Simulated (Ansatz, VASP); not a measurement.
**BN: VASP beside Ansatz**

Contents of POSCAR:

```
BN
1.0
    3.4705111726     -0.0779834985     -0.1262473036
    0.0779834985     -3.8797348133      0.0884127920
    0.1262473036      0.0884127920     -3.5814272794
B N
4 4
Direct
    0.0113412287      0.4938968564      0.4918161557
    0.4777883911     -0.0080797674      0.5176498414
    0.4939990385      0.4782122604     -0.0177885533
    0.0227046735     -0.0076777093     -0.0072851685
    0.7481702863      0.7674820189      0.7576215021
    0.2495763810      0.2701105859      0.7590812391
    0.2717146095      0.7569889694      0.2669355262
    0.7247053914      0.2490667857      0.2319694572
```

Contents of INCAR.step1:

```
PREC     = Accurate       # precision mode
ENCUT    = 520            # plane-wave cutoff, eV
ISMEAR   = 0              # smearing method
SIGMA    = 0.05           # smearing width, eV
LREAL    = F              # projectors in reciprocal space
LASPH    = T              # aspherical terms in the spheres
NELM     = 80             # most SCF steps
NBANDS   = 26             # bands
GGA      = PE             # functional
ALGO     = Normal         # electronic algorithm
EDIFF    = 1E-4           # SCF threshold, eV
LWAVE    = T              # write WAVECAR
LCHARG   = F              # write CHGCAR
```

Contents of INCAR.step2:

```
PREC     = Accurate       # precision mode
ENCUT    = 520            # plane-wave cutoff, eV
EDIFF    = 1E-6           # SCF threshold, eV
ISMEAR   = 0              # smearing method
SIGMA    = 0.05           # smearing width, eV
LREAL    = F              # projectors in reciprocal space
LASPH    = T              # aspherical terms in the spheres
NELM     = 80             # most SCF steps
ALGO     = Normal         # electronic algorithm
ISIF     = 2              # what is computed and relaxed
LWAVE    = F              # write WAVECAR
LCHARG   = F              # write CHGCAR
METAGGA  = R2SCAN         # meta-GGA
LMIXTAU  = T            
NBANDS   = 26             # bands
ISTART   = 1
```

The input KPOINTS:

```
regular mesh
0
Gamma
  6 6 6
```

Input for Ansatz:

```yaml
crystal:
  lattice:
    - [3.4705111726, -0.0779834985, -0.1262473036]
    - [0.0779834985, -3.8797348133, 0.088412792]
    - [0.1262473036, 0.088412792, -3.5814272794]
  atoms:
    - { symbol: B, position: [0.0113412287, 0.4938968564, 0.4918161557] }
    - { symbol: B, position: [0.4777883911, -0.0080797674, 0.5176498414] }
    - { symbol: B, position: [0.4939990385, 0.4782122604, -0.0177885533] }
    - { symbol: B, position: [0.0227046735, -0.0076777093, -0.0072851685] }
    - { symbol: "N", position: [0.7481702863, 0.7674820189, 0.7576215021] }
    - { symbol: "N", position: [0.249576381, 0.2701105859, 0.7590812391] }
    - { symbol: "N", position: [0.2717146095, 0.7569889694, 0.2669355262] }
    - { symbol: "N", position: [0.7247053914, 0.2490667857, 0.2319694572] }
basis:
  ecutwfc: 500
kpoints:
  mp_grid: { grid: [6, 6, 6] }
hamiltonian:
  xc: r2scan
scf:
  occupations: { method: gaussian, width: 0.05 }
output:
  forces: true
  stress: true
  eigenvalues: true
```

Change from the starting cell: all atoms moved at random (sigma 0.06 Å a component), cell strained at random (sigma 0.05).

Alike in both runs: task single point; functional r2SCAN; k mesh 6 × 6 × 6; occupations gaussian, width 0.05 eV; no spin polarisation.

|  | VASP | Ansatz |
| --- | --- | --- |
| version | VASP 6.6.1 | Ansatz 0.2.0 |
| potentials or method | VASP PAW PBE potentials, release 64 (B, N), cutoff 520 eV | scalar-relativistic, plane waves, PAW |
| valence electrons in the cell | 32 | 32 |

```csv
,VASP,Ansatz,Ansatz less VASP
gap on the k mesh at the Fermi level (eV),2.54,2.56,+0.011
least direct gap on the mesh (eV),2.54,2.56,+0.011
pressure (GPa),-2.6,-3.5,-0.96
"traceless stress, the component that is largest in VASP (GPa)",-42.96,-43.06,-0.101
rms of the force components (eV/Å),2.152,2.153,+0.0006
```

VASP's potentials were made for PBE, not for r2SCAN. Atom by atom the forces differ by 0.011 eV/Å (rms over components).
